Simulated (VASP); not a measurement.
# TiSi2 (P4mm) in VASP: single point with PBE

Aim: the single point of TiSi2 with PBE.

Program: VASP 6.6.1. These are calculated values, not measurements. Logs are shortened: lines on timing, memory, paths and dates and some standing lists are left out, and cuts for length are marked.

### Step 1. The cell of the first run

It takes space group P4mm (No. 99, tetragonal). Conventional cell: a = 3.203 Å, b = 3.203 Å, c = 5.175 Å, α = 90.00°, β = 90.00°, γ = 90.00°. Ti (site symmetry 4mm) has 6 Si at 2.56 to 2.64 Å and 4 Ti at 3.20 Å within 3.4 Å. Si (site symmetry 4mm) has 2 Ti at 2.56 to 2.61 Å and 8 Si at 2.57 to 3.20 Å within 3.4 Å. Within 3.4 Å of Si (site symmetry 4mm) lie 8 Si at 2.57 to 3.20 Å and 4 Ti at 2.64 Å.

### Step 2. Single point, PBE

File POSCAR:

```
TiSi2
1.0
    3.2025350234      0.0000000000      0.0000000000
    0.0000000000      3.2025350234      0.0000000000
    0.0000000000      0.0000000000      5.1746802694
Ti Si
1 2
Direct
    0.5000000000      0.5000000000      0.2873728736
    0.5000000000      0.5000000000      0.7917788366
    0.0000000000      0.0000000000      0.0250582198
```

File INCAR.step1:

```
PREC     = Accurate       # precision mode
ENCUT    = 520            # plane-wave cutoff, eV
EDIFF    = 1E-6           # SCF threshold, eV
ISMEAR   = 0              # smearing method
SIGMA    = 0.1            # smearing width, eV
LREAL    = False          # projectors in reciprocal space
LASPH    = True           # aspherical terms in the spheres
NELM     = 100            # most SCF steps
ALGO     = Normal         # electronic algorithm
ISIF     = 2              # what is computed and relaxed
LWAVE    = False          # write WAVECAR
LCHARG   = True           # write CHGCAR
LMAXMIX  = 4              # l up to which the mixer works
GGA      = PE             # functional
NBANDS   = 17             # bands
```

File KPOINTS.step1:

```
Automatic mesh
0
Gamma
  14 14 10
```

File INCAR.step2:

```
PREC     = Accurate       # precision mode
ENCUT    = 520            # plane-wave cutoff, eV
EDIFF    = 1E-6           # SCF threshold, eV
ISMEAR   = -5             # smearing method
SIGMA    = 0.1            # smearing width, eV
LREAL    = False          # projectors in reciprocal space
LASPH    = True           # aspherical terms in the spheres
NELM     = 100            # most SCF steps
ALGO     = Normal         # electronic algorithm
ISIF     = 2              # what is computed and relaxed
LWAVE    = False          # write WAVECAR
LCHARG   = False          # write CHGCAR
LMAXMIX  = 4              # l up to which the mixer works
GGA      = PE             # functional
LORBIT   = 11             # projections on sites
NEDOS    = 1001           # points of the DOS
ICHARG   = 11             # starting density
```

File KPOINTS.step2:

```
Automatic mesh
0
Gamma
  21 21 15
```

Potentials or basis: VASP PAW PBE potentials, release 64 (Ti_sv, Si).

Started as:

```sh
$ cat potpaw_PBE.64/Ti_sv/POTCAR potpaw_PBE.64/Si/POTCAR > POTCAR
$ cp INCAR.step1 INCAR
$ cp KPOINTS.step1 KPOINTS
$ mpirun -np 1 vasp_std > vasp.out
$ cp INCAR.step2 INCAR
$ cp KPOINTS.step2 KPOINTS
$ mpirun -np 1 vasp_std > vasp.out
```

OUTCAR:

```text
PREC = Accurate
   ENCUT = 520
   EDIFF = 1E-6
   ISMEAR = -5
   LREAL = False
   LASPH = True
   NELM = 100
   ISIF = 2
   GGA = PE
   LORBIT = 11
   ICHARG = 11

 ion  position               nearest neighbor table
   1  0.500  0.500  0.287-   2 2.56   2 2.61   3 2.64   3 2.64   3 2.64   3 2.64
   2  0.500  0.500  0.792-   1 2.56   3 2.57   3 2.57   3 2.57   3 2.57   1 2.61
   3  0.000  0.000  0.025-   2 2.57   2 2.57   2 2.57   2 2.57   1 2.64   1 2.64   1 2.64   1 2.64

  LATTYP: Found a simple tetragonal cell.
 ALAT       =     3.2025350234
 C/A-ratio  =     1.6158075498

  Lattice vectors:

 A1 = (   3.2025350234,   0.0000000000,   0.0000000000)
 A2 = (   0.0000000000,   3.2025350234,   0.0000000000)
 A3 = (   0.0000000000,   0.0000000000,   5.1746802694)

Analysis of symmetry for initial positions (statically):
=====================================================================
 Subroutine PRICEL returns:
 Original cell was already a primitive cell.

 Routine SETGRP: Setting up the symmetry group for a
 simple tetragonal supercell.

 Subroutine GETGRP returns: Found  8 space group operations
 (whereof  8 operations were pure point group operations)
 out of a pool of 16 trial point group operations.

The static configuration has the point symmetry C_4v.

Analysis of symmetry for dynamics (positions and initial velocities):
=====================================================================
 Subroutine PRICEL returns:
 Original cell was already a primitive cell.

 Routine SETGRP: Setting up the symmetry group for a
 simple tetragonal supercell.

 Subroutine GETGRP returns: Found  8 space group operations
 (whereof  8 operations were pure point group operations)
 out of a pool of 16 trial point group operations.

The dynamic configuration has the point symmetry C_4v.

 Subroutine INISYM returns: Found  8 space group operations
 (whereof  8 operations are pure point group operations),
 and found     1 'primitive' translations

----------------------------------------------------------------------------------------

                                     Primitive cell

  volume of cell :      53.0727

  direct lattice vectors                    reciprocal lattice vectors
     3.202535023  0.000000000  0.000000000     0.312252635  0.000000000  0.000000000
     0.000000000  3.202535023  0.000000000     0.000000000  0.312252635  0.000000000
     0.000000000  0.000000000  5.174680269     0.000000000  0.000000000  0.193248655

  length of vectors
     3.202535023  3.202535023  5.174680269     0.312252635  0.312252635  0.193248655

  position of ions in fractional coordinates (direct lattice)
     0.500000000  0.500000000  0.287372874
     0.500000000  0.500000000  0.791778837
     0.000000000  0.000000000  0.025058220

  ion indices of the primitive-cell ions
   primitive index   ion index
                 1           1
                 2           2
                 3           3

----------------------------------------------------------------------------------------

 KPOINTS: Automatic mesh

Automatic generation of k-mesh.
 Grid dimensions read from file:
 generate k-points for:   21   21   15

 Generating k-lattice:

  Cartesian coordinates                     Fractional coordinates (reciprocal lattice)
     0.014869173  0.000000000  0.000000000     0.047619048  0.000000000  0.000000000
     0.000000000  0.014869173  0.000000000     0.000000000  0.047619048  0.000000000
     0.000000000  0.000000000  0.012883244     0.000000000  0.000000000  0.066666667

  Length of vectors
     0.014869173  0.014869173  0.012883244

  Shift w.r.t. Gamma in fractional coordinates (k-lattice)
     0.000000000  0.000000000  0.000000000

 TETIRR: Found   9886 inequivalent tetrahedra from    39690

 Subroutine IBZKPT returns following result:
 ===========================================

 Found    528 irreducible k-points:

 Following reciprocal coordinates:
            Coordinates               Weight
  0.000000  0.000000  0.000000      1.000000
  0.047619  0.000000  0.000000      4.000000
  0.095238  0.000000  0.000000      4.000000
  0.142857  0.000000  0.000000      4.000000
  0.190476  0.000000  0.000000      4.000000
  0.238095  0.000000  0.000000      4.000000
[... 16 lines left out ...]
  0.142857  0.095238  0.000000      8.000000
  0.190476  0.095238  0.000000      8.000000
 [... further k-points ...]
   k-points           NKPTS =    528   k-points in BZ     NKDIM =    528   number of bands    NBANDS=     14
   number of dos      NEDOS =   1001   number of ions     NIONS =      3
   total plane-waves  NPLWV =  23040
   dimension x,y,z NGX =    24 NGY =   24 NGZ =   40
   dimension x,y,z NGXF=    48 NGYF=   48 NGZF=   80
   ions per type =               1   2
   NGX,Y,Z   is equivalent  to a cutoff of  12.46, 12.46, 12.85 a.u.
   NGXF,Y,Z  is equivalent  to a cutoff of  24.92, 24.92, 25.70 a.u.
 SYSTEM =  unknown system
   PREC   = accura    normal or accurate (medium, high low for compatibility)
   ISTART =      0    job   : 0-new  1-cont  2-samecut
   ICHARG =     11    charge: 1-file 2-atom 10-const
   ISPIN  =      1    spin polarized calculation?
   LNONCOLLINEAR =      F non collinear calculations
   LSORBIT =      F    spin-orbit coupling
   LASPH  =      T    aspherical Exc in radial PAW
   ENCUT  =  520.0 eV  38.22 Ry    6.18 a.u.   5.95  5.95  9.62*2*pi/ulx,y,z
   NELM   =    100;   NELMIN=  2; NELMDL=  0     # of ELM steps
   EDIFF  = 0.1E-05   stopping-criterion for ELM
   LREAL  =      F    real-space projection
   EDIFFG = 0.1E-04   stopping-criterion for IOM
   NSW    =      0    number of steps for IOM
   IBRION =     -1    ionic relax: 0-MD 1-quasi-New 2-CG
   NFREE  =      0    steps in history (QN), initial steepest desc. (CG)
   ISIF   =      2    stress and relaxation
   ISYM   =      2    0-nonsym 1-usesym 2-fastsym
   POTIM  = 0.5000    time-step for ionic-motion
   TEBEG  =    0.0;   TEEND  =   0.0 temperature during run
   PSTRESS=    0.0 pullay stress
   NELECT =      20.0000    total number of electrons
   NUPDOWN=      -1.0000    fix difference up-down
   EMIN   =  10.00;   EMAX   =-10.00  energy-range for DOS
   EFERMI =   0.00;   METHOD = LEGACY
   ISMEAR =    -5;   SIGMA  =   0.10  broadening in eV -4-tet -1-fermi 0-gaus
   EFERMI_NEDOS =   21; number of points for ismear=-14 and -15
   IALGO  =     38    algorithm
   IMIX   =      4    mixing-type and parameters
     AMIX     =   0.40;   BMIX     =  1.00
     AMIX_MAG =   1.60;   BMIX_MAG =  1.00
  volume/ion in A,a.u.               =      17.69       119.38
  Fermi-wavevector in a.u.,A,eV,Ry     =   1.182482  2.234566 19.024520  1.398263
  Thomas-Fermi vector in A             =   2.318735
   LORBIT       =     11    0 simple, 1 ext, 2 COOP (PROOUT), +10 PAW based schemes
   GGA     = PE    functional components
   LHFCALC =     F    Hartree Fock is set to
   AEXX    =    0.0000 exact exchange contribution
   IVDW    =     0    specifies the selected vdW correction
   LEPSILON=     F    determine dielectric tensor
   LRPA    =     F    only Hartree local field effects (RPA)
 non-spin polarized calculation
 Fermi weights with tetrahedron method with Bloechl corrections
  energy-cutoff  :      520.00
  volume of cell :       53.07
 maximum number of plane-waves:      1457
 NGX is ok and might be reduce to    24

 number of electron      20.0000001 magnetization

 Free energy of the ion-electron system (eV)
  ---------------------------------------------------
  ext. energy  EPLUGINS =         0.00000000
  ---------------------------------------------------
  free energy    TOTEN  =       -18.12927038 eV

  energy without entropy =      -18.12927038  energy(sigma->0) =      -18.12927038

 E-fermi :   7.4910     XC(G=0): -10.5001

 val. band max:        7.5499052918   @ k =   0.2381   0.2381   0.3333
 cond. band min:       7.4483840981   @ k =   0.3810   0.1905   0.0000
 fundamental gap:     -0.1015211938
 Fermi energy:         7.4910196879

 k-point     1 :       0.0000    0.0000    0.0000
  band No.  band energies     occupation
      1     -49.4125      2.00000
      2     -25.7337      2.00000
      3     -25.5998      2.00000
      4     -25.5998      2.00000
      5      -4.5785      2.00000
      6       1.7061      2.00000
      7       4.1228      2.00000
      8       6.6055      2.00000
      9       7.1702      2.00000
     10       7.1702      2.00000
     11       8.0726      0.00000
     12       9.4292      0.00000
     13       9.4559      0.00000
     14       9.4559      0.00000

 k-point     2 :       0.0476    0.0000    0.0000
  band No.  band energies     occupation
      1     -49.4122      2.00000
      2     -25.7333      2.00000
      3     -25.6032      2.00000
      4     -25.5996      2.00000
      5      -4.5470      2.00000
      6       1.7266      2.00000
      7       4.1524      2.00000
      8       6.4220      2.00000
      9       7.1311      2.00000
     10       7.1857      2.00000
     11       8.1033      0.00000
     12       9.3558      0.00000
     13       9.3773      0.00000
     14       9.5157      0.00000
[... 343 lines left out ...]
      1     -49.4090      2.00000
      2     -25.7290      2.00000
      3     -25.6269      2.00000
      4     -25.6102      2.00000
      5      -4.1697      2.00000
      6       1.9402      2.00000
      7       4.5012      2.00000
      8       5.2471      2.00000
      9       6.2709      2.00000
     10       7.5853     -0.09715
     11       8.1104      0.00000
     12       8.8874      0.00000
     13       8.9569      0.00000
     14       9.5935      0.00000

 k-point    24 :       0.1905    0.0952    0.0000
  band No.  band energies     occupation
      1     -49.4073      2.00000
      2     -25.7268      2.00000
      3     -25.6461      2.00000
      4     -25.6084      2.00000
      5      -3.9510      2.00000
      6       2.0066      2.00000
      7       4.5612      2.00000
      8       4.7001      2.00000
      9       6.3687      2.00000
     10       7.6333     -0.12018
     11       7.9663      0.00000
     12       8.7928      0.00000
     13       8.8446      0.00000
     14       9.6514      0.00000

 [... further k-points ...]

------------------------ aborting loop because EDIFF is reached ----------------------------------------

  FORCE on cell =-STRESS in cart. coord.  units (eV):
  Direction    XX          YY          ZZ          XY          YZ          ZX
  --------------------------------------------------------------------------------------
  -------------------------------------------------------------------------------------
  Total       -0.0247291     -0.0247291      0.1128350      0.0000000      0.0000000      0.0000000
  in kB       -0.7465297     -0.7465297      3.4063007      0.0000000      0.0000000      0.0000000
  external PRESSURE =       0.6377471 kB  Pullay stress =       0.0000000 kB

 VOLUME and BASIS-vectors are now :
 -----------------------------------------------------------------------------
  energy-cutoff  :      520.00
  volume of cell :       53.07
      direct lattice vectors                 reciprocal lattice vectors
     3.202535023  0.000000000  0.000000000     0.312252635  0.000000000  0.000000000
     0.000000000  3.202535023  0.000000000     0.000000000  0.312252635  0.000000000
     0.000000000  0.000000000  5.174680269     0.000000000  0.000000000  0.193248655

 POSITION                                       TOTAL-FORCE (eV/Angst)
 -----------------------------------------------------------------------------------
      1.60127      1.60127      1.48706         0.000000      0.000000     -0.014566
      1.60127      1.60127      4.09720        -0.000000     -0.000000      0.028076
      0.00000      0.00000      0.12967        -0.000000      0.000000     -0.013510
 -----------------------------------------------------------------------------------
    total drift:                                0.000000     -0.000000      0.000767

  FREE ENERGIE OF THE ION-ELECTRON SYSTEM (eV)
  ---------------------------------------------------
  free  energy   TOTEN  =       -18.1292703771 eV

  energy  without entropy=      -18.1292703771  energy(sigma->0) =      -18.12927038

 total charge

# of ion       s       p       d       tot
------------------------------------------
    1        2.191   6.107   1.952  10.250
    2        0.825   0.792   0.000   1.617
    3        0.776   0.883   0.000   1.659
--------------------------------------------------
tot          3.793   7.782   1.952  13.526
```

Run time: 4.7 min. Hardware: 1 thread of Intel Xeon Platinum 8488C (Sapphire Rapids), shared host; peak memory 0.49 GiB.

Results:

- Valence electrons inside the program's atomic spheres: Ti 10.25; Si 1.62, 1.66

Caveat: tetrahedron occupations give inexact forces and stress in metals.
